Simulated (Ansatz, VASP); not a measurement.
# Two plane-wave programs on AgCl

The input INCAR:

```
PREC = Accurate
ENCUT = 500
EDIFF = 1E-6
ISMEAR = 0
SIGMA = 0.1
LREAL = F
LASPH = T
NELM = 120
ALGO = Normal
ISIF = 2
LWAVE = F
LCHARG = F
GGA = PE
NBANDS = 16
GGA_COMPAT = F
```

KPOINTS

```
regular mesh
0
Gamma
  6 6 6
```

File POSCAR:

```
AgCl
1.0
    0.0000000000      2.6948123922      2.6948123922
    2.6948123922      0.0000000000      2.6948123922
    2.6948123922      2.6948123922      0.0000000000
Ag Cl
1 1
Direct
    0.0000000000      0.0000000000      0.0000000000
    0.5000000000      0.5000000000      0.5000000000
```

Input for Ansatz:

```yaml
crystal:
  lattice:
    - [0.0, 2.6948123922, 2.6948123922]
    - [2.6948123922, 0.0, 2.6948123922]
    - [2.6948123922, 2.6948123922, 0.0]
  atoms:
    - { symbol: Ag, position: [0.0, 0.0, 0.0] }
    - { symbol: Cl, position: [0.5, 0.5, 0.5] }
basis:
  ecutwfc: 420
kpoints:
  mp_grid: { grid: [6, 6, 6] }
hamiltonian:
  xc: pbe
scf:
  occupations: { method: gaussian, width: 0.1 }
output:
  forces: true
  stress: true
  eigenvalues: true
```

Alike in both runs: task single point; functional PBE; k mesh 6 × 6 × 6; occupations gaussian, width 0.1 eV; no spin polarisation.

|  | VASP | Ansatz |
| --- | --- | --- |
| version | VASP 6.6.1 | Ansatz 0.2.0 |
| potentials or method | VASP PAW PBE potentials, release 64 (Ag, Cl), cutoff 500 eV | scalar-relativistic, plane waves, PAW |
| valence electrons in the cell | 18 | 26 |

|  | VASP | Ansatz | Ansatz less VASP |
| --- | --- | --- | --- |
| gap on the k mesh at the Fermi level (eV) | 0.90 | 0.91 | +0.003 |
| least direct gap on the mesh (eV) | 3.60 | 3.59 | -0.003 |
| pressure (GPa) | 6.8 | 7.0 | +0.16 |

VASP's potentials hold 18 valence electrons a cell and Ansatz's 26, so a difference there can come from the potentials and not from the codes.
